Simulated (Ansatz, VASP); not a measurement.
Two plane-wave programs on Au

The input INCAR:

```
PREC = Accurate ; ENCUT = 520
EDIFF = 1E-6 ; ISMEAR = 0
SIGMA = 0.15 ; LREAL = F
LASPH = T ; NELM = 80
ALGO = Normal ; ISIF = 2
LWAVE = F ; LCHARG = F
GGA = PS ; NBANDS = 12
```

File KPOINTS:

```
Automatic mesh
0
Gamma
  20 20 20
```

Contents of POSCAR:

```
Au
1.0
   -1.6821280350      1.6821280350      1.6572690000
    1.6821280350     -1.6821280350      1.6572690000
    1.6821280350      1.6821280350     -1.6572690000
Au
1
Direct
    0.0000000000      0.0000000000      0.0000000000
```

Input for Ansatz:

```yaml
crystal:
  lattice:
    - [-1.682128035, 1.682128035, 1.657269]
    - [1.682128035, -1.682128035, 1.657269]
    - [1.682128035, 1.682128035, -1.657269]
  atoms:
    - { symbol: Au, position: [0.0, 0.0, 0.0] }
basis:
  ecutwfc: 420
kpoints:
  mp_grid: { grid: [20, 20, 20] }
hamiltonian:
  xc: pbesol
scf:
  occupations: { method: gaussian, width: 0.15 }
output:
  forces: true
  stress: true
  eigenvalues: true
```

Change from the starting cell: strain +0.015 along x and y, +0.000 along z, atoms carried along.

Alike in both runs: task single point; functional PBEsol; k mesh 20 × 20 × 20; occupations gaussian, width 0.15 eV; no spin polarisation.

|  | VASP | Ansatz |
| --- | --- | --- |
| version | VASP 6.6.1 | Ansatz 0.2.0 |
| potentials or method | VASP PAW PBE potentials, release 64 (Au), cutoff 520 eV | scalar-relativistic, plane waves, PAW |
| valence electrons in the cell | 11 | 19 |

Ansatz gave:

| Item | Value |
| --- | --- |
| gap on the k mesh at the Fermi level (eV) | none |
| pressure (GPa) | -12.5 |

Problem. What did VASP give for the same quantities?

Solution. gap on the k mesh at the Fermi level (eV): none; pressure (GPa): -12.7.

VASP's potentials were made for PBE, not for PBEsol. A gap of «none» marks a metal or a gap that the smearing closes. The functional is the same, so the differences come from potentials, cutoffs and numerics. VASP's potentials hold 11 valence electrons a cell and Ansatz's 19, so a difference there can come from the potentials and not from the codes.

Spin-orbit coupling is off throughout.
